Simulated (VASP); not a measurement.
## YSi31 (a cell with a defect): single point with PBEsol

YSi31 (a cell with a defect):

```
CELL_PARAMETERS angstrom
10.86558 0.00000 0.00000
0.00000 10.86558 0.00000
0.00000 0.00000 10.86558
ATOMIC_POSITIONS crystal
Si 0.00562 0.00507 0.00492
Si 0.00561 0.98783 0.50259
Si 0.00325 0.48917 0.00609
Si 0.01363 0.51034 0.51313
Si 0.50544 0.99896 0.99391
Si 0.50418 0.00097 0.49916
Si 0.50478 0.49918 0.99764
Si 0.13068 0.13033 0.12983
Si 0.12315 0.12173 0.62543
Si 0.12748 0.62174 0.12356
Si 0.62658 0.12331 0.12383
Si 0.62716 0.13366 0.61829
Si 0.63655 0.62565 0.11521
Si 0.61640 0.61170 0.61127
Si 0.25713 0.24526 0.99665
Si 0.24907 0.24461 0.49894
Si 0.25381 0.74331 0.99655
Si 0.29520 0.73942 0.46537
Si 0.75391 0.24818 0.00177
Si 0.75263 0.25317 0.49110
Si 0.76563 0.75189 0.98661
Si 0.74720 0.73971 0.49708
Si 0.38146 0.37081 0.12247
Si 0.29675 0.31365 0.70490
Si 0.37210 0.88196 0.11615
Si 0.38252 0.86810 0.62039
Si 0.87330 0.37210 0.13476
Si 0.87923 0.37608 0.61871
Si 0.88184 0.87413 0.12480
Si 0.86158 0.87522 0.62322
Si 0.25200 0.00006 0.25267
Si 0.25250 0.99528 0.74343
Si 0.25840 0.50056 0.24532
Si 0.22493 0.52107 0.74579
Si 0.75603 0.00071 0.24750
Si 0.74456 0.00840 0.74843
Si 0.74369 0.49838 0.25590
Si 0.74607 0.49698 0.73925
Si 0.38054 0.12577 0.37406
Si 0.38188 0.12264 0.86732
Si 0.41648 0.62075 0.33668
Si 0.37805 0.61824 0.86965
Si 0.88282 0.12120 0.37563
Si 0.87730 0.12384 0.87581
Si 0.87969 0.61649 0.37713
Si 0.88216 0.59956 0.86933
Si 0.00771 0.25301 0.25734
Si 0.99823 0.24944 0.74859
Si 0.00135 0.74347 0.24991
Si 0.93786 0.79372 0.80954
Si 0.50845 0.25118 0.25110
Si 0.50406 0.25718 0.74487
Si 0.51726 0.76864 0.22528
Si 0.50763 0.74296 0.74599
Si 0.13105 0.38416 0.38090
Si 0.12946 0.36900 0.87350
Si 0.13359 0.86237 0.37480
Si 0.12842 0.87625 0.88039
Si 0.61053 0.38551 0.38860
Si 0.63126 0.37452 0.87547
Si 0.63199 0.87708 0.37429
Si 0.62792 0.87320 0.87028
Y 0.40291 0.47780 0.53880
Y 0.10905 0.72610 0.62987
```

| Quantity | Value |
| --- | --- |
| Program | VASP 6.6.1 |
| Task | single point |
| Functional | PBEsol |
| Potentials or basis | VASP PAW PBE potentials, release 64 (Si, Y_sv) |
| Cutoff | 400 eV |
| k mesh | 1 × 1 × 1, shifted |
| Occupations | fermi-dirac, width 0.05 eV |
| Spin | no spin polarisation |

```json
{
  "Pressure": "0.0 GPa",
  "Largest force": "0.282 eV/Å",
  "Band gap on the k mesh": "0.06 eV"
}
```

Forces in eV/Å, atoms in the order of the input:
```
Si  -0.018 -0.012  0.003
Si  -0.173  0.062 -0.120
Si   0.034 -0.054  0.142
Si  -0.087 -0.012 -0.066
Si  -0.122  0.021  0.165
Si   0.019  0.034  0.026
Si   0.015  0.017  0.111
Si   0.007 -0.041 -0.067
Si   0.008 -0.061 -0.039
Si  -0.080  0.026 -0.020
Si   0.067 -0.064 -0.048
Si  -0.112 -0.038  0.009
Si   0.029  0.182 -0.041
Si  -0.025  0.040  0.086
Si   0.096  0.016  0.086
Si  -0.031  0.013  0.040
Si   0.098  0.101  0.058
Si  -0.034 -0.055  0.055
Si  -0.004  0.049  0.048
Si   0.100  0.071 -0.023
Si   0.038 -0.244  0.069
Si   0.022  0.046 -0.010
Si  -0.048 -0.040 -0.040
Si   0.071 -0.010 -0.058
Si   0.057 -0.142 -0.045
Si  -0.044 -0.038 -0.071
Si  -0.023  0.037 -0.053
Si  -0.035 -0.088 -0.073
Si   0.009 -0.065 -0.096
Si   0.023 -0.021 -0.023
Si   0.016  0.008  0.064
Si   0.030  0.004  0.042
Si   0.140 -0.064  0.057
Si   0.174 -0.164  0.150
Si   0.049  0.021  0.052
Si   0.085 -0.052  0.033
Si  -0.016  0.002 -0.007
Si   0.097 -0.056  0.098
Si   0.003 -0.086 -0.075
Si  -0.029  0.071 -0.065
Si   0.103  0.073 -0.096
Si  -0.036  0.064 -0.094
Si  -0.025 -0.040  0.068
Si   0.013 -0.067 -0.050
Si  -0.042  0.022 -0.039
Si  -0.104  0.166  0.025
Si  -0.037  0.064 -0.041
Si   0.048  0.011  0.003
Si   0.052  0.047  0.060
Si   0.046  0.227  0.101
Si  -0.103  0.048  0.054
Si   0.017  0.078  0.067
Si   0.068 -0.206  0.048
Si  -0.058  0.014  0.066
Si  -0.033  0.028  0.007
Si  -0.072  0.111 -0.010
Si   0.068 -0.028 -0.069
Si  -0.041  0.018 -0.116
Si   0.003  0.007 -0.089
Si  -0.067 -0.031 -0.119
Si  -0.054 -0.049 -0.107
Si   0.053 -0.083 -0.054
Y   -0.203  0.065  0.002
Y    0.002  0.046  0.031
```

Stress tensor (GPa, compression positive):
```
-0.17  0.19 -0.19
 0.19 -0.20 -0.13
-0.19 -0.13  0.32
```

Levels at points of the mesh, in eV from the valence-band top:
```tsv
k point	band 132	band 133	band 134	band 135	band 136	band 137	band 138	band 139
(0.25, 0.25, 0.25)	-0.58	-0.43	-0.27	0.00	0.38	0.68	0.77	0.84
```

It took 13 min on 1 thread of Intel(R) Xeon(R) Platinum 8375C CPU @ 2.90GHz (Ice Lake), on a shared host, peak memory 0.94 GiB.

Caveat: the PAW data sets were made with another functional, which shifts forces and pressure a little.
